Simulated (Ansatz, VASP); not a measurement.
# Two plane-wave programs on Nb

```
CELL_PARAMETERS angstrom
0.00000 2.28420 2.03040
2.28420 0.00000 2.03040
2.28420 2.28420 0.00000
ATOMIC_POSITIONS crystal
Nb 0.00000 0.00000 0.00000
```

Change from the starting cell: strain +0.080 along x and y, -0.040 along z, atoms carried along.

Alike in both runs: task single point; functional PBEsol; k mesh 20 × 20 × 20; occupations gaussian, width 0.15 eV; no spin polarisation.

```csv
,VASP,Ansatz
version,VASP 6.6.1,Ansatz 0.2.0
potentials or method,"VASP PAW PBE potentials, release 64 (Nb_sv), cutoff 520 eV","scalar-relativistic, plane waves, PAW"
valence electrons in the cell,13,13
```

|  | VASP | Ansatz | Ansatz less VASP |
| --- | --- | --- | --- |
| gap on the k mesh at the Fermi level (eV) | none | none | - |
| pressure (GPa) | -21.9 | -21.7 | +0.18 |
| traceless stress, the component that is largest in VASP (GPa) | -8.52 | -8.56 | -0.044 |

VASP's potentials were made for PBE, not for PBEsol. A gap of «none» marks a metal or a gap that the smearing closes. The functional is the same, so the differences come from potentials, cutoffs and numerics.
